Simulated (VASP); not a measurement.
Input of a VASP 6.6.1 run:

File POSCAR:

```
MoP
1.0
    3.2351427784      0.0000000000      0.0000000000
   -1.6175713892      2.8017158309      0.0000000000
    0.0000000000      0.0000000000      3.1814445013
Mo P
1 1
Direct
    0.0000000000      0.0000000000      0.0000000000
    0.3333333333      0.6666666667      0.5000000000
```

INCAR.step1

```
PREC = Accurate
ENCUT = 550
ISMEAR = -1
SIGMA = 0.15
LREAL = False
LASPH = True
NELM = 120
GGA = PE
ALGO = Normal
EDIFF = 1E-5
LWAVE = True
LCHARG = False
GGA_COMPAT = False
IBRION = 2
ISIF = 3
EDIFFG = -0.005
NELMIN = 4
NSW = 100
```

INCAR.step2

```
PREC = Accurate
ENCUT = 550
EDIFF = 1E-7
ISMEAR = -1
SIGMA = 0.15
LREAL = False
LASPH = True
NELM = 120
ALGO = Normal
ISIF = 3
LWAVE = False
LCHARG = False
METAGGA = R2SCAN
LMIXTAU = True
IBRION = 2
NSW = 80
EDIFFG = -0.001
ISTART = 1
GGA_COMPAT = False
NELMIN = 4
```

The input KPOINTS:

```
Automatic mesh
0
Gamma
  15 15 14
```

Potentials or basis: VASP PAW PBE potentials, release 64 (Mo_sv, P).

The run is started by

```console
$ cat potpaw_PBE.64/Mo_sv/POTCAR potpaw_PBE.64/P/POTCAR > POTCAR
$ cp INCAR.step1 INCAR
$ mpirun -np 1 vasp_std > vasp.out
$ cp INCAR.step2 INCAR
$ mpirun -np 1 vasp_std > vasp.out
```

(1) What does it give for the relaxed cell?

(2) Estimate the band gap on the k mesh.

## Answers

(1) a = 3.240 Å, b = 3.240 Å, c = 3.180 Å, α = 90.00°, β = 90.00°, γ = 120.00°.

(2) zero (an odd number of electrons rules out a gap without spin polarisation).
